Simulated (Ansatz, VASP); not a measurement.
One calculation of Be5GeN2, two programs

```
Be Ge N
1.0
     2.73567    0.00000    0.00000
    -1.36783    2.36916    0.00000
     0.00000    0.00000    9.61389
Be Ge N
5 1 2
Cartesian
  0.0000 0.0000 0.0000
  0.0000 1.5794 1.5046
  0.0000 0.0000 3.0513
  1.3678 0.7897 6.5626
  0.0000 1.5794 8.1093
  0.0000 1.5794 4.8069
  1.3678 0.7897 2.2780
  0.0000 0.0000 7.3359
```

Alike in both runs: task relaxation of cell and atoms; functional PBE; k mesh 6 × 6 × 2; occupations gaussian, width 0.1 eV; no spin polarisation.

```csv
,VASP,Ansatz
version,VASP 6.6.1,Ansatz 0.2.0
potentials or method,"VASP PAW PBE potentials, release 64 (Be, Ge_d, N), cutoff 600 eV","scalar-relativistic, plane waves, PAW"
valence electrons in the cell,34,34
```

```csv
,VASP,Ansatz,Ansatz less VASP
"gap on the k mesh at the Fermi level, each at its own relaxed structure (eV)",none,none,-
relaxed volume (Å³/atom),9.23,9.24,+0.009
relaxed cell length with the largest relative difference (Å),11.810,11.854,+0.0440
```

A gap of «none» marks a metal or a gap that the smearing closes.

The k mesh is coarse, so the values compare programs but aren't converged. Noted on VASP's run: the volume moved by over 15 % at a fixed basis, so the end points are rough.
